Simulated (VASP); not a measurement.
# InP in VASP: a series of runs

Runs on InP. Level: r2SCAN. Tasks: single point, relaxation of cell and atoms.

Everything below comes from runs of VASP 6.6.1. Logs are shortened: lines on timing, memory, paths and dates and some standing lists are left out, and cuts for length are marked.

### Step 1. The cell of the first run

The structure is tetragonal, space group I-4m2 (No. 119). The conventional cell has a = 4.219 Å, b = 4.219 Å, c = 5.839 Å, α = 90.00°, β = 90.00°, γ = 90.00°. In (site symmetry -4m2) has 4 P at 2.57 Å within 3.4 Å. Within 3.4 Å of P (site symmetry -4m2) lie 4 In at 2.57 Å.

### Step 2. Single point, r2SCAN (film at in-plane strain +0.01)

Input file POSCAR:

```
InP
1.0
    2.9832048952      2.9832048952      0.0000000000
   -2.9832048952      2.9832048952      0.0000000000
    0.0000000000      2.9832048952      2.9197392267
In P
1 1
Direct
    0.0000000000      0.0000000000      0.0000000000
    0.7500000000      0.2500000000      0.5000000000
```

Input file INCAR.step1:

```
ALGO = Normal ; EDIFF = 1E-4
ENCUT = 520 ; GGA = PE
ISMEAR = 0 ; LASPH = T
LCHARG = F ; LREAL = F
LWAVE = T ; NBANDS = 16
NELM = 60 ; PREC = Accurate
SIGMA = 0.01
```

Input file INCAR.step2:

```
ALGO = Normal ; EDIFF = 1E-7
ENCUT = 520 ; ISIF = 2
ISMEAR = 0 ; ISTART = 1
LASPH = T ; LCHARG = T
LELF = T ; LMIXTAU = T
LREAL = F ; LVHAR = T
LWAVE = F ; METAGGA = R2SCAN
NBANDS = 16 ; NELM = 60
PREC = Accurate ; SIGMA = 0.01
```

Input file KPOINTS:

```
k-points
0
Gamma
  8 8 8
```

Potentials or basis: VASP PAW PBE potentials, release 64 (In_d, P).

Launch:

```sh
$ cat potpaw_PBE.64/In_d/POTCAR potpaw_PBE.64/P/POTCAR > POTCAR
$ cp INCAR.step1 INCAR
$ mpirun -np 1 vasp_std > vasp.out
$ cp INCAR.step2 INCAR
$ mpirun -np 1 vasp_std > vasp.out
```

OUTCAR:

```text
EDIFF = 1E-7
   ENCUT = 520
   ISIF = 2
   ISMEAR = 0
   ISTART = 1
   LASPH = T
   LREAL = F
   METAGGA = R2SCAN
   NELM = 60
   PREC = Accurate

 ion  position               nearest neighbor table
   1  0.000  0.000  0.000-   2 2.57   2 2.57   2 2.57   2 2.57
   2  0.750  0.250  0.500-   1 2.57   1 2.57   1 2.57   1 2.57

  LATTYP: Found a body centered tetragonal cell.
 ALAT       =     4.2188888221
 C/A-ratio  =     1.3841271244

  Lattice vectors:

 A1 = (   2.9832048952,   0.0000000000,  -2.9197392267)
 A2 = (  -2.9832048952,   0.0000000000,  -2.9197392267)
 A3 = (   0.0000000000,   2.9832048952,   2.9197392267)

Analysis of symmetry for initial positions (statically):
=====================================================================
 Subroutine PRICEL returns:
 Original cell was already a primitive cell.

 Routine SETGRP: Setting up the symmetry group for a
 body centered tetragonal supercell.

 Subroutine GETGRP returns: Found  8 space group operations
 (whereof  8 operations were pure point group operations)
 out of a pool of 16 trial point group operations.

The static configuration has the point symmetry D_2d.

Analysis of symmetry for dynamics (positions and initial velocities):
=====================================================================
 Subroutine PRICEL returns:
 Original cell was already a primitive cell.

 Routine SETGRP: Setting up the symmetry group for a
 body centered tetragonal supercell.

 Subroutine GETGRP returns: Found  8 space group operations
 (whereof  8 operations were pure point group operations)
 out of a pool of 16 trial point group operations.

The dynamic configuration has the point symmetry D_2d.

 Subroutine INISYM returns: Found  8 space group operations
 (whereof  8 operations are pure point group operations),
 and found     1 'primitive' translations

----------------------------------------------------------------------------------------

                                     Primitive cell

  volume of cell :      51.9685

  direct lattice vectors                    reciprocal lattice vectors
     2.983204895  2.983204895  0.000000000     0.167604981  0.167604981 -0.171248170
    -2.983204895  2.983204895  0.000000000    -0.167604981  0.167604981 -0.171248170
     0.000000000  2.983204895  2.919739227     0.000000000  0.000000000  0.342496340

  length of vectors
     4.218888822  4.218888822  4.174253059     0.292418869  0.292418869  0.342496340

  position of ions in fractional coordinates (direct lattice)
     0.000000000  0.000000000  0.000000000
     0.750000000  0.250000000  0.500000000

  ion indices of the primitive-cell ions
   primitive index   ion index
                 1           1
                 2           2

----------------------------------------------------------------------------------------

 KPOINTS: k-points

Automatic generation of k-mesh.
 Grid dimensions read from file:
 generate k-points for:    8    8    8

 Generating k-lattice:

  Cartesian coordinates                     Fractional coordinates (reciprocal lattice)
     0.020950623  0.020950623 -0.021406021     0.125000000  0.000000000  0.000000000
    -0.020950623  0.020950623 -0.021406021     0.000000000  0.125000000  0.000000000
     0.000000000  0.000000000  0.042812043     0.000000000  0.000000000  0.125000000

  Length of vectors
     0.036552359  0.036552359  0.042812043

  Shift w.r.t. Gamma in fractional coordinates (k-lattice)
     0.000000000  0.000000000  0.000000000

 Subroutine IBZKPT returns following result:
 ===========================================

 Found     59 irreducible k-points:

 Following reciprocal coordinates:
            Coordinates               Weight
  0.000000  0.000000  0.000000      1.000000
  0.125000  0.000000  0.000000      8.000000
  0.250000  0.000000  0.000000      8.000000
  0.375000  0.000000  0.000000      8.000000
  0.500000  0.000000  0.000000      4.000000
  0.125000  0.125000  0.000000      8.000000
[... 16 lines left out ...]
  0.250000  0.000000  0.125000      4.000000
  0.375000  0.000000  0.125000      8.000000
 [... further k-points ...]
   k-points           NKPTS =     59   k-points in BZ     NKDIM =     59   number of bands    NBANDS=     16
   number of dos      NEDOS =    301   number of ions     NIONS =      2
   total plane-waves  NPLWV =  32768
   dimension x,y,z NGX =    32 NGY =   32 NGZ =   32
   dimension x,y,z NGXF=    64 NGYF=   64 NGZF=   64
   ions per type =               1   1
   NGX,Y,Z   is equivalent  to a cutoff of  12.61, 12.61, 12.74 a.u.
   NGXF,Y,Z  is equivalent  to a cutoff of  25.22, 25.22, 25.49 a.u.
 SYSTEM =  unknown system
   PREC   = accura    normal or accurate (medium, high low for compatibility)
   ISTART =      1    job   : 0-new  1-cont  2-samecut
   ICHARG =      0    charge: 1-file 2-atom 10-const
   ISPIN  =      1    spin polarized calculation?
   LNONCOLLINEAR =      F non collinear calculations
   LSORBIT =      F    spin-orbit coupling
   LASPH  =      T    aspherical Exc in radial PAW
   ENCUT  =  520.0 eV  38.22 Ry    6.18 a.u.   7.84  7.84  7.76*2*pi/ulx,y,z
   NELM   =     60;   NELMIN=  2; NELMDL=  0     # of ELM steps
   EDIFF  = 0.1E-06   stopping-criterion for ELM
   LREAL  =      F    real-space projection
   EDIFFG = 0.1E-05   stopping-criterion for IOM
   NSW    =      0    number of steps for IOM
   IBRION =     -1    ionic relax: 0-MD 1-quasi-New 2-CG
   NFREE  =      0    steps in history (QN), initial steepest desc. (CG)
   ISIF   =      2    stress and relaxation
   ISYM   =      2    0-nonsym 1-usesym 2-fastsym
   POTIM  = 0.5000    time-step for ionic-motion
   TEBEG  =    0.0;   TEEND  =   0.0 temperature during run
   PSTRESS=    0.0 pullay stress
   NELECT =      18.0000    total number of electrons
   NUPDOWN=      -1.0000    fix difference up-down
   EMIN   =  10.00;   EMAX   =-10.00  energy-range for DOS
   EFERMI =   0.00;   METHOD = LEGACY
   ISMEAR =     0;   SIGMA  =   0.01  broadening in eV -4-tet -1-fermi 0-gaus
   EFERMI_NEDOS =   21; number of points for ismear=-14 and -15
   IALGO  =     38    algorithm
   IMIX   =      4    mixing-type and parameters
     AMIX     =   0.40;   BMIX     =  1.00
     AMIX_MAG =   1.60;   BMIX_MAG =  1.00
  volume/ion in A,a.u.               =      25.98       175.35
  Fermi-wavevector in a.u.,A,eV,Ry     =   1.149703  2.172623 17.984406  1.321817
  Thomas-Fermi vector in A             =   2.286371
   LORBIT       =      0    0 simple, 1 ext, 2 COOP (PROOUT), +10 PAW based schemes
   METAGGA = R2SCAN    functional components
   LHFCALC =     F    Hartree Fock is set to
   AEXX    =    0.0000 exact exchange contribution
   IVDW    =     0    specifies the selected vdW correction
   LEPSILON=     F    determine dielectric tensor
   LRPA    =     F    only Hartree local field effects (RPA)
 non-spin polarized calculation
 Gauss-broadening in eV      SIGMA  =   0.01
  energy-cutoff  :      520.00
  volume of cell :       51.97
 maximum number of plane-waves:      1415
   NGX = 15   NGY = 15   NGZ = 15

 number of electron      18.0000007 magnetization

 Free energy of the ion-electron system (eV)
  ---------------------------------------------------
  ext. energy  EPLUGINS =         0.00000000
  ---------------------------------------------------
  free energy    TOTEN  =       -32.29421705 eV

  energy without entropy =      -32.29421705  energy(sigma->0) =      -32.29421705

 E-fermi :   4.8408     XC(G=0):  -9.7326

 val. band max:        4.7330804193   @ k =   0.0000   0.0000   0.0000
 cond. band min:       5.6455785355   @ k =   0.0000   0.0000   0.0000
 fundamental gap:      0.9124981162
 Fermi energy:         4.8407685667

 k-point     1 :       0.0000    0.0000    0.0000
  band No.  band energies     occupation
      1      -9.9346      2.00000
      2      -9.9346      2.00000
      3      -9.9255      2.00000
      4      -9.7715      2.00000
      5      -9.7676      2.00000
      6      -7.1117      2.00000
[... 8 lines left out ...]
     15      14.3708      0.00000
     16      14.6953      0.00000

 k-point     2 :       0.1250    0.0000    0.0000
  band No.  band energies     occupation
      1      -9.9509      2.00000
      2      -9.9272      2.00000
      3      -9.9209      2.00000
      4      -9.7717      2.00000
      5      -9.7671      2.00000
      6      -6.9328      2.00000
[... 8 lines left out ...]
     15      13.9928      0.00000
     16      14.4423      0.00000

 k-point     3 :       0.2500    0.0000    0.0000
  band No.  band energies     occupation
      1      -9.9937      2.00000
      2      -9.9114      2.00000
      3      -9.9058      2.00000
      4      -9.7702      2.00000
      5      -9.7638      2.00000
      6      -6.4357      2.00000
[... 8 lines left out ...]
     15      13.6995      0.00000
     16      14.2664      0.00000

 k-point     4 :       0.3750    0.0000    0.0000
  band No.  band energies     occupation
      1     -10.0339      2.00000
      2      -9.8988      2.00000
      3      -9.8934      2.00000
      4      -9.7655      2.00000
      5      -9.7569      2.00000
      6      -5.7795      2.00000
[... 8 lines left out ...]
     15      14.6390      0.00000
     16      14.6844      0.00000

 k-point     5 :       0.5000    0.0000    0.0000
  band No.  band energies     occupation
      1     -10.0499      2.00000
      2      -9.8947      2.00000
      3      -9.8893      2.00000
      4      -9.7624      2.00000
      5      -9.7529      2.00000
      6      -5.4135      2.00000
[... 8 lines left out ...]
     15      15.7419      0.00000
     16      15.8997      0.00000

 k-point     6 :       0.1250    0.1250    0.0000
  band No.  band energies     occupation
      1      -9.9784      2.00000
      2      -9.9145      2.00000
      3      -9.9113      2.00000
      4      -9.7751      2.00000
      5      -9.7630      2.00000
      6      -6.6445      2.00000
[... 8 lines left out ...]
     15      14.0464      0.00000
     16      15.3977      0.00000

 k-point     7 :       0.2500    0.1250    0.0000
  band No.  band energies     occupation
      1     -10.0183      2.00000
      2      -9.8987      2.00000
      3      -9.8962      2.00000
      4      -9.7745      2.00000
      5      -9.7589      2.00000
      6      -6.0811      2.00000
[... 8 lines left out ...]
     15      14.8100      0.00000
     16      15.4433      0.00000

 k-point     8 :       0.3750    0.1250    0.0000
  band No.  band energies     occupation
      1     -10.0481      2.00000
      2      -9.8903      2.00000
      3      -9.8844      2.00000
      4      -9.7677      2.00000
      5      -9.7569      2.00000
      6      -5.4720      2.00000
[... 8 lines left out ...]
     15      14.7371      0.00000
     16      16.2424      0.00000

 k-point     9 :       0.5000    0.1250    0.0000
  band No.  band energies     occupation
      1     -10.0544      2.00000
      2      -9.8893      2.00000
      3      -9.8804      2.00000
      4      -9.7666      2.00000
      5      -9.7561      2.00000
      6      -5.3495      2.00000
[... 8 lines left out ...]
     15      15.7204      0.00000
     16      15.8509      0.00000
[... 172 lines left out ...]
 k-point    19 :       0.5000    0.3750    0.0000
  band No.  band energies     occupation
      1     -10.1027      2.00000
      2      -9.8435      2.00000
      3      -9.8373      2.00000
      4      -9.8052      2.00000
      5      -9.7426      2.00000
      6      -4.9236      2.00000
[... 8 lines left out ...]
     15      16.0765      0.00000
     16      17.1825      0.00000

 k-point    20 :      -0.3750    0.3750    0.0000
  band No.  band energies     occupation
      1     -10.0932      2.00000
      2      -9.8466      2.00000
      3      -9.8438      2.00000
      4      -9.8061      2.00000
      5      -9.7426      2.00000
      6      -5.3342      2.00000
[... 8 lines left out ...]
     15      15.7050      0.00000
     16      18.4661      0.00000

 k-point    21 :       0.5000    0.5000    0.0000
  band No.  band energies     occupation
      1     -10.1157      2.00000
      2      -9.8316      2.00000
      3      -9.8285      2.00000
      4      -9.8136      2.00000
      5      -9.7379      2.00000
      6      -4.7972      2.00000
[... 8 lines left out ...]
     15      15.9815      0.00000
     16      16.9766      0.00000

 k-point    22 :       0.0000    0.0000    0.1250
  band No.  band energies     occupation
      1      -9.9593      2.00000
      2      -9.9201      2.00000
      3      -9.9200      2.00000
      4      -9.7778      2.00000
      5      -9.7622      2.00000
      6      -6.8676      2.00000
[... 8 lines left out ...]
     15      14.5327      0.00000
     16      14.8899      0.00000

 k-point    23 :       0.2500    0.0000    0.1250
  band No.  band energies     occupation
      1      -9.9802      2.00000
      2      -9.9189      2.00000
      3      -9.9044      2.00000
      4      -9.7704      2.00000
      5      -9.7674      2.00000
      6      -6.6525      2.00000
[... 8 lines left out ...]
     15      13.9450      0.00000
     16      15.4848      0.00000

 k-point    24 :       0.3750    0.0000    0.1250
  band No.  band energies     occupation
      1     -10.0185      2.00000
      2      -9.9019      2.00000
      3      -9.8919      2.00000
      4      -9.7682      2.00000
      5      -9.7649      2.00000
      6      -6.0931      2.00000
[... 8 lines left out ...]
     15      14.7438      0.00000
     16      15.6052      0.00000

 [... further k-points ...]
[... 5 lines left out ...]
  --------------------------------------------------------------------------------------
  -------------------------------------------------------------------------------------
  Total       -0.3265807     -0.3265807     -0.0244604      0.0000000      0.0000000      0.0000000
  in kB      -10.0684098    -10.0684098     -0.7541080      0.0000000      0.0000000      0.0000000
  external PRESSURE =      -6.9636425 kB  Pullay stress =       0.0000000 kB

 VOLUME and BASIS-vectors are now :
 -----------------------------------------------------------------------------
  energy-cutoff  :      520.00
  volume of cell :       51.97
      direct lattice vectors                 reciprocal lattice vectors
     2.983204895  2.983204895  0.000000000     0.167604981  0.167604981 -0.171248170
    -2.983204895  2.983204895  0.000000000    -0.167604981  0.167604981 -0.171248170
     0.000000000  2.983204895  2.919739227     0.000000000  0.000000000  0.342496340

 POSITION                                       TOTAL-FORCE (eV/Angst)
 -----------------------------------------------------------------------------------
      0.00000      0.00000      0.00000        -0.000000      0.000000      0.000000
      1.49160      4.47481      1.45987         0.000000     -0.000000      0.000000
 -----------------------------------------------------------------------------------
    total drift:                               -0.000000     -0.000000      0.000000

  FREE ENERGIE OF THE ION-ELECTRON SYSTEM (eV)
  ---------------------------------------------------
  free  energy   TOTEN  =       -32.2942170487 eV

  energy  without entropy=      -32.2942170487  energy(sigma->0) =      -32.29421705
```

Run time: 3.3 min. Hardware: 1 thread of Intel Xeon Platinum 8259CL at 2.50GHz (Skylake/Cascade Lake), shared host; peak memory 0.2 GiB.

Results:

* Free energy: -32.2942 eV
* Pressure: -0.7 GPa
* Band gap on the k mesh: 0.91 eV, direct

Caveat: the cell differs from its parent crystal (film at in-plane strain +0.01); the PAW data sets were made with another functional, which shifts forces and pressure a little; spin-orbit coupling is left out, which moves the levels of the heavy elements.

(Part 1 of 3 ends here.)
